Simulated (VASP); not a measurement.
**Tc: single point with PBE+D3(BJ)**

The system is Tc.

```
Tc
1.0
     0.00000    1.92022    1.92022
     1.92022    0.00000    1.92022
     1.92022    1.92022    0.00000
Tc
1
Direct
  0.00000 0.00000 0.00000
```

* Program: VASP 6.6.1
* Task: single point
* Functional: PBE
* Dispersion: D3(BJ)
* Potentials or basis: VASP PAW PBE potentials, release 64 (Tc_pv)
* Cutoff: 520 eV
* k mesh: 12 × 12 × 12
* Occupations: fermi-dirac, width 0.05 eV
* Spin: no spin polarisation
* Dipole correction: no
* Further INCAR settings: ALGO = Normal; EDIFF = 1e-06; NBANDS = 12

```yaml
Pressure: -0.6 GPa
Dispersion_energy_per_atom: -0.643 eV
```

Levels at points of the mesh, in eV from the Fermi level:
| k point | band 5 | band 6 | band 7 | band 8 | band 9 | band 10 |
| --- | --- | --- | --- | --- | --- | --- |
| (0.00, 0.00, 0.00) | -1.89 | -1.89 | -1.89 | 0.79 | 0.79 | 13.96 |
| (0.50, 0.00, 0.00) | -2.06 | -2.06 | 1.24 | 2.87 | 2.87 | 10.96 |
| (0.50, 0.50, 0.00) | -5.50 | 2.82 | 3.46 | 3.46 | 3.90 | 13.14 |

Wall time 5.4 s on 1 thread of Intel(R) Xeon(R) 6975P-C (Granite Rapids), with other jobs on the host, peak memory 0.14 GiB.

Caveat: pairwise dispersion overbinds metals, which lowers pressure and volume.
